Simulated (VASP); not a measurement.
# Si16Ge (a cell with a defect) in VASP: a series of runs, part 2 of 2

VASP 6.6.1.

## Step 4: Single point, PBE

File INCAR:

```
SYSTEM = Si16Ge
PREC = Accurate
ENCUT = 520
EDIFF = 1E-6
ISMEAR = -1
SIGMA = 0.02
LREAL = Auto
LASPH = .True.
NELM = 60
ALGO = Normal
ISIF = 2
LWAVE = .False.
LCHARG = .False.
GGA = PE
NBANDS = 53
```

File KPOINTS:

```
Automatic mesh
0
Gamma
  2 2 2
  0 0 0
```

File POSCAR:

```
Si16Ge
1.0
    0.0000000000      5.4300000000      5.4300000000
    5.4300000000      0.0000000000      5.4300000000
    5.4300000000      5.4300000000      0.0000000000
Si Ge
16 1
Direct
   -0.0006180498      0.0013435040     -0.0001750121
    0.1206225356      0.1221454114      0.1211628483
   -0.0047197215     -0.0037619395      0.5043811847
    0.1207917408      0.1219138008      0.6364251828
   -0.0048358867      0.5054284684     -0.0046555465
    0.1207033964      0.6378687129      0.1207155775
   -0.0047860940      0.5053421963      0.5042003199
    0.1268234045      0.6250398461      0.6241448531
    0.5039594859     -0.0036302708     -0.0043407670
    0.6360046354      0.1221794294      0.1211391153
    0.5040375043     -0.0037455830      0.5043698703
    0.6240699277      0.1274236501      0.6243865062
    0.5040337401      0.5054402250     -0.0046618231
    0.6239628723      0.6251013331      0.1269416528
    0.4998067330      0.5004326424      0.4999316807
    0.6239621327      0.6250470316      0.6241459987
    0.2493748632      1.2513607418      0.2498208286
```

Run with:

```bash
$ cat potpaw_PBE.64/Si/POTCAR potpaw_PBE.64/Ge_d/POTCAR > POTCAR
$ mpirun -np 1 vasp_std > vasp.out
```

Run time: 1.9 min. Hardware: 1 thread of Intel Xeon 6975P-C (Granite Rapids), shared host; peak memory 0.49 GiB.

Results (log left out):

```
Free energy            : -86.6972 eV
Pressure               : 6.7 GPa
Largest force          : 0.009 eV/Å
Band gap on the k mesh : zero (band 39 reaches 6.99 eV, above the bottom of band 40 at 6.68 eV)
```

Forces on the atoms (eV/Å):
```
Si  -0.005  0.003 -0.003
Si  -0.001  0.002  0.001
Si   0.002 -0.002 -0.003
Si  -0.001 -0.001  0.001
Si   0.001 -0.003  0.001
Si   0.000  0.001 -0.001
Si   0.003 -0.001  0.001
Si  -0.003  0.003  0.002
Si  -0.002 -0.001  0.001
Si  -0.001 -0.001 -0.002
Si   0.002  0.003  0.001
Si   0.006 -0.005  0.005
Si   0.001 -0.001  0.003
Si   0.004  0.004 -0.003
Si   0.000  0.000  0.000
Si  -0.004 -0.002 -0.003
Ge  -0.003  0.002 -0.002
```

Levels at points of the mesh, in eV from the Fermi level:
```tsv
k point	band 35	band 36	band 37	band 38	band 39	band 40	band 41	band 42	band 43	band 44
(0.00, 0.00, 0.00)	-1.77	-0.81	-0.81	-0.81	-0.26	-0.26	-0.26	0.01	0.01	0.41
(0.50, 0.00, 0.00)	-1.54	-1.54	-1.49	-1.48	-0.34	0.51	0.51	0.86	0.86	1.23
(0.00, 0.50, 0.00)	-1.54	-1.54	-1.49	-1.49	-0.34	0.51	0.51	0.86	0.86	1.23
(0.00, 0.00, 0.50)	-1.54	-1.54	-1.49	-1.48	-0.34	0.51	0.51	0.86	0.86	1.23
(0.50, 0.50, 0.50)	-1.54	-1.54	-1.49	-1.48	-0.34	0.51	0.51	0.86	0.86	1.23
(0.50, 0.50, 0.00)	-2.09	-2.09	-1.92	-1.32	0.05	0.79	1.03	1.03	1.04	1.90
(0.00, 0.50, 0.50)	-2.09	-2.09	-1.92	-1.32	0.05	0.79	1.03	1.03	1.04	1.91
(0.50, 0.00, 0.50)	-2.09	-2.09	-1.92	-1.32	0.05	0.79	1.03	1.03	1.04	1.90
```

Caveat: the k points lie up to 0.50 Å⁻¹ apart.

## Step 5: Single point, PBE

File INCAR:

```
PREC     = Accurate       # precision mode
ENCUT    = 520            # plane-wave cutoff, eV
EDIFF    = 1E-6           # SCF threshold, eV
ISMEAR   = -1             # smearing method
SIGMA    = 0.02           # smearing width, eV
LREAL    = Auto         
LASPH    = True           # aspherical terms in the spheres
NELM     = 80             # most SCF steps
ALGO     = Normal         # electronic algorithm
ISIF     = 2              # what is computed and relaxed
LWAVE    = False          # write WAVECAR
LCHARG   = True           # write CHGCAR
GGA      = PE             # functional
LELF     = True           # ELF
LVHAR    = True         
NBANDS   = 53             # bands
```

File KPOINTS:

```
regular mesh
0
Gamma
  2 2 2
```

File POSCAR:

```
Si16Ge
1.0
    0.0000000000      5.4300000000      5.4300000000
    5.4300000000      0.0000000000      5.4300000000
    5.4300000000      5.4300000000      0.0000000000
Si Ge
16 1
Direct
    0.0002701657     -0.0017906077      0.0006860037
    0.1200326888      0.1298148250      0.1205693370
   -0.0123563536      0.0042821363      0.5040081031
    0.1199679558      0.1298395948      0.6294710866
    0.0002204420      0.5010690608      0.0006569061
    0.1247230203      0.6252289134      0.1249802947
    0.0001749540      0.5010605893      0.4979705341
    0.1199134438      0.6210204420      0.6294659300
    0.5034594843      0.0043346225     -0.0116896869
    0.6290873849      0.1298295580      0.1204295580
    0.5032928177      0.0044419890      0.5036639042
    0.6241968692      0.1257018416      0.6248968692
    0.4977224678      0.5010292818      0.0005285451
    0.6290025783      0.6210493554      0.1204570902
    0.5031412523      0.4890764273      0.5037220994
    0.6289161142      0.6210953039      0.6292625230
    0.3741960405      0.8757037753      0.3748969613
```

Run with:

```bash
$ cat potpaw_PBE.64/Si/POTCAR potpaw_PBE.64/Ge_d/POTCAR > POTCAR
$ mpirun -np 1 vasp_std > vasp.out
```

It took 2.4 min on 1 thread of Intel Xeon 6975P-C (Granite Rapids), shared host; peak memory 0.49 GiB.

The run converged. Its results:

```
Free energy            : -86.6971 eV
Pressure               : 6.7 GPa
Largest force          : 0.009 eV/Å
Band gap on the k mesh : zero (band 39 reaches 6.99 eV, above the bottom of band 40 at 6.68 eV)
```

Forces on the atoms (eV/Å):
```
Si  -0.005  0.005 -0.004
Si   0.000 -0.001  0.000
Si   0.000 -0.001 -0.001
Si   0.001 -0.001  0.000
Si   0.004  0.005  0.005
Si  -0.001  0.001  0.000
Si  -0.005 -0.005  0.005
Si   0.001 -0.001 -0.001
Si   0.001  0.001 -0.002
Si   0.001 -0.001  0.001
Si  -0.001 -0.001 -0.002
Si  -0.005  0.007  0.001
Si   0.006 -0.006 -0.005
Si   0.001 -0.002  0.000
Si   0.001 -0.001  0.002
Si   0.001 -0.002 -0.001
Ge  -0.001  0.002  0.000
```

Levels at points of the mesh, in eV from the Fermi level:
```
           k point  band 36  band 37  band 38  band 39  band 40  band 41  band 42  band 43
(0.00, 0.00, 0.00)    -0.81    -0.81    -0.81    -0.26    -0.26    -0.26     0.01     0.01
(0.50, 0.00, 0.00)    -1.54    -1.49    -1.48    -0.34     0.51     0.51     0.86     0.86
(0.00, 0.50, 0.00)    -1.54    -1.49    -1.48    -0.34     0.51     0.51     0.86     0.86
(0.00, 0.00, 0.50)    -1.54    -1.49    -1.48    -0.34     0.51     0.51     0.86     0.86
(0.50, 0.50, 0.50)    -1.54    -1.49    -1.48    -0.34     0.51     0.51     0.86     0.86
(0.50, 0.50, 0.00)    -2.09    -1.92    -1.32     0.05     0.79     1.03     1.03     1.04
(0.00, 0.50, 0.50)    -2.09    -1.92    -1.32     0.05     0.79     1.03     1.03     1.04
(0.50, 0.00, 0.50)    -2.09    -1.92    -1.32     0.05     0.79     1.03     1.03     1.04
```

Caveat: the k points lie up to 0.50 Å⁻¹ apart.
